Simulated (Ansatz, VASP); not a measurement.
## Two plane-wave programs on Ga2Te2O

```
Ga Te O
1.0
    -2.03978    2.03978    6.88179
     2.03978   -2.03978    6.88179
     2.03978    2.03978   -6.88179
Ga Te O
2 2 1
Direct
  0.25000 0.75000 0.50000
  0.75000 0.25000 0.50000
  0.61269 0.61269 0.00000
  0.38731 0.38731 0.00000
  0.00000 0.00000 0.00000
```

Change from the starting cell: species swapped into the LaNi2Sn2 type (I4/mmm, No. 139).

Alike in both runs: functional PBE; k mesh 6 × 6 × 6; occupations gaussian, width 0.1 eV; no spin polarisation.

Ansatz relaxed the structure, and its values are those at the end. VASP's run is a single point on that final structure, the one shown.

|  | VASP | Ansatz |
| --- | --- | --- |
| version | VASP 6.6.1 | Ansatz 0.2.0 |
| potentials or method | VASP PAW PBE potentials, release 64 (Ga_d, Te, O), cutoff 520 eV | scalar-relativistic, plane waves, PAW |
| valence electrons in the cell | 44 | 64 |

VASP gave:

| Property | Result |
| --- | --- |
| gap on the k mesh at the Fermi level (eV) | none |
| pressure (GPa) | 0.1 |
| rms of the force components (eV/Å) | 0.014 |

**Question.** Which values does Ansatz return?

**Answer.** gap on the k mesh at the Fermi level (eV): none; pressure (GPa): 0.1; rms of the force components (eV/Å): 0.001.

A gap of «none» marks a metal or a gap that the smearing closes. With one functional, cell and mesh, what is left measures potentials, basis and numerics. VASP's potentials hold 44 valence electrons a cell and Ansatz's 64, so a difference there can come from the potentials and not from the codes.

The k mesh is coarse, so the values compare programs but aren't converged. Neither program's run includes spin-orbit coupling.
